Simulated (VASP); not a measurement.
# Sn (I4_1/amd) in VASP: single point with r2SCAN

Aim: the single point of Sn with r2SCAN.

Everything below comes from runs of VASP 6.6.1. Logs are shortened: lines on timing, memory, paths and dates and some standing lists are left out, and cuts for length are marked.

## Step 1: The cell of the first run

Symmetry: I4_1/amd, No. 141, tetragonal system. Conventional cell: a = 4.643 Å, b = 4.643 Å, c = 6.369 Å, α = 90.00°, β = 90.00°, γ = 90.00°. Sn (site symmetry -4m2) has 4 Sn at 2.82 Å within 3.7 Å.

## Step 2: Single point, r2SCAN (strain -0.0300 x Voigt [1, 0, 0, 0, 0, 0])

The input, POSCAR:

```
Sn
1.0
    0.0000000000      3.2831000381      3.2831000381
    3.1846070370      0.0000000000      3.2831000381
    3.1846070370      3.2831000381      0.0000000000
Sn
2
Direct
    0.5000000000      0.5000000000      0.5000000000
    0.7500000000      0.7500000000      0.7500000000
```

The input, INCAR.step1:

```
SYSTEM = Sn
PREC     = Accurate       ! precision mode
ENCUT    = 520            ! plane-wave cutoff, eV
ISMEAR   = 0              ! smearing method
SIGMA    = 0.15           ! smearing width, eV
LREAL    = .FALSE.        ! projectors in reciprocal space
LASPH    = .TRUE.         ! aspherical terms in the spheres
NELM     = 100            ! most SCF steps
NBANDS   = 21             ! bands
GGA      = PE             ! functional
ALGO     = Normal         ! electronic algorithm
EDIFF    = 1E-4           ! SCF threshold, eV
LWAVE    = .TRUE.         ! write WAVECAR
LCHARG   = .FALSE.        ! write CHGCAR
```

The input, INCAR.step2:

```
SYSTEM = Sn
PREC     = Accurate       ! precision mode
ENCUT    = 520            ! plane-wave cutoff, eV
EDIFF    = 1E-6           ! SCF threshold, eV
ISMEAR   = 0              ! smearing method
SIGMA    = 0.15           ! smearing width, eV
LREAL    = .FALSE.        ! projectors in reciprocal space
LASPH    = .TRUE.         ! aspherical terms in the spheres
NELM     = 100            ! most SCF steps
ALGO     = Normal         ! electronic algorithm
ISIF     = 2              ! what is computed and relaxed
LWAVE    = .FALSE.        ! write WAVECAR
LCHARG   = .TRUE.         ! write CHGCAR
METAGGA  = R2SCAN         ! meta-GGA
LMIXTAU  = .TRUE.       
LELF     = .TRUE.         ! ELF
LVHAR    = .TRUE.       
NBANDS   = 21             ! bands
ISTART   = 1
```

The input, KPOINTS:

```
Automatic mesh
0
G
  16 16 16
  0 0 0
```

Potentials or basis: VASP PAW PBE potentials, release 64 (Sn_d).

Started as:

```bash
cat potpaw_PBE.64/Sn_d/POTCAR > POTCAR
cp INCAR.step1 INCAR
mpirun -np 1 vasp_std > vasp.out
cp INCAR.step2 INCAR
mpirun -np 1 vasp_std > vasp.out
```

OUTCAR:

```text
SYSTEM = Sn
   PREC = Accurate
   ENCUT = 520
   EDIFF = 1E-6
   ISMEAR = 0
   LREAL = .FALSE.
   LASPH = .TRUE.
   NELM = 100
   ISIF = 2
   METAGGA = R2SCAN
   ISTART = 1

 ion  position               nearest neighbor table
   1  0.500  0.500  0.500-   2 2.82   2 2.82   2 2.82   2 2.82
   2  0.750  0.750  0.750-   1 2.82   1 2.82   1 2.82   1 2.82

  LATTYP: Found a body centered tetragonal cell.
 ALAT       =     4.6430046005
 C/A-ratio  =     1.3717871555

  Lattice vectors:

 A1 = (  -3.1846070370,   0.0000000000,  -3.2831000381)
 A2 = (  -3.1846070370,   0.0000000000,   3.2831000381)
 A3 = (   3.1846070370,   3.2831000381,   0.0000000000)

Analysis of symmetry for initial positions (statically):
=====================================================================
 Subroutine PRICEL returns:
 Original cell was already a primitive cell.

 Routine SETGRP: Setting up the symmetry group for a
 body centered tetragonal supercell.

 Subroutine GETGRP returns: Found 16 space group operations
 (whereof  8 operations were pure point group operations)
 out of a pool of 16 trial point group operations.

The static configuration has the point symmetry D_2d.
 The point group associated with its full space group is D_4h.

Analysis of symmetry for dynamics (positions and initial velocities):
=====================================================================
 Subroutine PRICEL returns:
 Original cell was already a primitive cell.

 Routine SETGRP: Setting up the symmetry group for a
 body centered tetragonal supercell.

 Subroutine GETGRP returns: Found 16 space group operations
 (whereof  8 operations were pure point group operations)
 out of a pool of 16 trial point group operations.

The dynamic configuration has the point symmetry D_2d.
 The point group associated with its full space group is D_4h.

 Subroutine INISYM returns: Found 16 space group operations
 (whereof  8 operations are pure point group operations),
 and found     1 'primitive' translations

----------------------------------------------------------------------------------------

                                     Primitive cell

  volume of cell :      68.6521

  direct lattice vectors                    reciprocal lattice vectors
     0.000000000  3.283100038  3.283100038    -0.157005242  0.152295085  0.152295085
     3.184607037  0.000000000  3.283100038     0.157005242 -0.152295085  0.152295085
     3.184607037  3.283100038  0.000000000     0.157005242  0.152295085 -0.152295085
[... 81 lines left out ...]
   LASPH  =      T    aspherical Exc in radial PAW
   ENCUT  =  520.0 eV  38.22 Ry    6.18 a.u.   8.63  8.50  8.50*2*pi/ulx,y,z
   NELM   =    100;   NELMIN=  2; NELMDL=  0     # of ELM steps
   EDIFF  = 0.1E-05   stopping-criterion for ELM
   LREAL  =      F    real-space projection
   EDIFFG = 0.1E-04   stopping-criterion for IOM
   NSW    =      0    number of steps for IOM
   IBRION =     -1    ionic relax: 0-MD 1-quasi-New 2-CG
   NFREE  =      0    steps in history (QN), initial steepest desc. (CG)
   ISIF   =      2    stress and relaxation
   ISYM   =      2    0-nonsym 1-usesym 2-fastsym
   POTIM  = 0.5000    time-step for ionic-motion
   TEBEG  =    0.0;   TEEND  =   0.0 temperature during run
   PSTRESS=    0.0 pullay stress
   NELECT =      28.0000    total number of electrons
   NUPDOWN=      -1.0000    fix difference up-down
   EMIN   =  10.00;   EMAX   =-10.00  energy-range for DOS
   EFERMI =   0.00;   METHOD = LEGACY
   ISMEAR =     0;   SIGMA  =   0.15  broadening in eV -4-tet -1-fermi 0-gaus
   EFERMI_NEDOS =   21; number of points for ismear=-14 and -15
   IALGO  =     38    algorithm
   IMIX   =      4    mixing-type and parameters
     AMIX     =   0.40;   BMIX     =  1.00
     AMIX_MAG =   1.60;   BMIX_MAG =  1.00
  volume/ion in A,a.u.               =      34.33       231.64
  Fermi-wavevector in a.u.,A,eV,Ry     =   1.214067  2.294255 20.054440  1.473960
  Thomas-Fermi vector in A             =   2.349499
   LORBIT       =      0    0 simple, 1 ext, 2 COOP (PROOUT), +10 PAW based schemes
   METAGGA = R2SCAN    functional components
   LHFCALC =     F    Hartree Fock is set to
   AEXX    =    0.0000 exact exchange contribution
   IVDW    =     0    specifies the selected vdW correction
   LEPSILON=     F    determine dielectric tensor
   LRPA    =     F    only Hartree local field effects (RPA)
 non-spin polarized calculation
 Gauss-broadening in eV      SIGMA  =   0.15
  energy-cutoff  :      520.00
  volume of cell :       68.65
 maximum number of plane-waves:      1883
   NGX = 17   NGY = 17   NGZ = 17

 number of electron      27.9999990 magnetization

 Free energy of the ion-electron system (eV)
  ---------------------------------------------------
  ext. energy  EPLUGINS =         0.00000000
  ---------------------------------------------------
  free energy    TOTEN  =       -49.48224872 eV

  energy without entropy =      -49.48165909  energy(sigma->0) =      -49.48195390

 E-fermi :   5.5916     XC(G=0):  -9.5708

 val. band max:        5.5126728515   @ k =   0.0625   0.0000   0.0000
 cond. band min:       5.6467881682   @ k =   0.5000   0.0000   0.0000
 fundamental gap:      0.1341153166
 Fermi energy:         5.5915801648

 k-point     1 :       0.0000    0.0000    0.0000
  band No.  band energies     occupation
      1     -16.8744      2.00000
      2     -16.8608      2.00000
      3     -16.8608      2.00000
      4     -16.8021      2.00000
      5     -16.7966      2.00000
      6     -16.4864      2.00000
[... 565 lines left out ...]
     20      12.8066      0.00000
     21      13.3412      0.00000

 [... further k-points ...]

------------------------ aborting loop because EDIFF is reached ----------------------------------------

  FORCE on cell =-STRESS in cart. coord.  units (eV):
  Direction    XX          YY          ZZ          XY          YZ          ZX
  --------------------------------------------------------------------------------------
  -------------------------------------------------------------------------------------
  Total        0.8811654      0.4366956      0.4366956      0.0000000      0.0000000      0.0000000
  in kB       20.5643002     10.1914343     10.1914343      0.0000000      0.0000000      0.0000000
  external PRESSURE =      13.6490563 kB  Pullay stress =       0.0000000 kB

 VOLUME and BASIS-vectors are now :
 -----------------------------------------------------------------------------
  energy-cutoff  :      520.00
  volume of cell :       68.65
      direct lattice vectors                 reciprocal lattice vectors
     0.000000000  3.283100038  3.283100038    -0.157005242  0.152295085  0.152295085
     3.184607037  0.000000000  3.283100038     0.157005242 -0.152295085  0.152295085
     3.184607037  3.283100038  0.000000000     0.157005242  0.152295085 -0.152295085

 POSITION                                       TOTAL-FORCE (eV/Angst)
 -----------------------------------------------------------------------------------
      3.18461      3.28310      3.28310         0.000000      0.000000     -0.000000
      4.77691      4.92465      4.92465        -0.000000     -0.000000      0.000000
 -----------------------------------------------------------------------------------
    total drift:                                0.000000      0.000000      0.000000

  FREE ENERGIE OF THE ION-ELECTRON SYSTEM (eV)
  ---------------------------------------------------
  free  energy   TOTEN  =       -49.4822487232 eV

  energy  without entropy=      -49.4816590855  energy(sigma->0) =      -49.48195390
```

OSZICAR.step1:

```text
N       E                     dE             d eps       ncg     rms          rms(c)
DAV:   1     0.230812786296E+03    0.23081E+03   -0.14906E+04 14848   0.195E+03
DAV:   2     0.176709180834E+02   -0.21314E+03   -0.20846E+03 14718   0.449E+02
DAV:   3    -0.688874642468E+01   -0.24560E+02   -0.24409E+02 17148   0.141E+02
DAV:   4    -0.767946135361E+01   -0.79071E+00   -0.79043E+00 16663   0.286E+01
DAV:   5    -0.770626224664E+01   -0.26801E-01   -0.26800E-01 21113   0.513E+00    0.320E+00
DAV:   6    -0.766432446405E+01    0.41938E-01   -0.28211E-02 19903   0.200E+00    0.188E+00
DAV:   7    -0.764446239321E+01    0.19862E-01   -0.45046E-02 16051   0.220E+00    0.162E-01
DAV:   8    -0.764630270480E+01   -0.18403E-02   -0.60679E-03 16703   0.876E-01    0.477E-02
DAV:   9    -0.764664068062E+01   -0.33798E-03   -0.42232E-04 13601   0.171E-01    0.136E-02
DAV:  10    -0.764667211699E+01   -0.31436E-04   -0.58180E-05 14010   0.599E-02
   1 F= -.76466721E+01 E0= -.76460689E+01  d E =-.120636E-02
```

Wall time 8.3 min (1 thread of Intel Xeon 6975P-C (Granite Rapids), shared host); peak memory 0.51 GiB.

What came out:

```yaml
Free_energy: -49.4822 eV
Pressure: 1.4 GPa
Band_gap_on_the_k_mesh: 0.13 eV, indirect (least direct gap 0.21 eV)
```

Stress tensor (GPa, compression positive):
```
2.06 0.00 0.00
0.00 1.02 0.00
0.00 0.00 1.02
```

Levels at points of the mesh, in eV from the valence-band top:
| k point | band 12 | band 13 | band 14 | band 15 | band 16 | band 17 |
| --- | --- | --- | --- | --- | --- | --- |
| (0.00, 0.00, 0.00) | -0.38 | -0.05 | -0.05 | 0.16 | 2.15 | 2.29 |
| (0.50, 0.00, 0.00) | -6.56 | -1.36 | -1.13 | 0.13 | 3.31 | 3.46 |
| (0.50, 0.50, 0.00) | -7.86 | -2.59 | -2.59 | 1.01 | 1.01 | 8.09 |
| (0.00, 0.50, 0.50) | -7.75 | -2.76 | -2.76 | 0.81 | 0.81 | 8.16 |

Caveat: the cell differs from its parent crystal (strain -0.0300 x Voigt [1, 0, 0, 0, 0, 0]); the PAW data sets were made with another functional, which shifts forces and pressure a little; spin-orbit coupling is left out, which moves the levels of the heavy elements. A k mesh can miss the band edges.
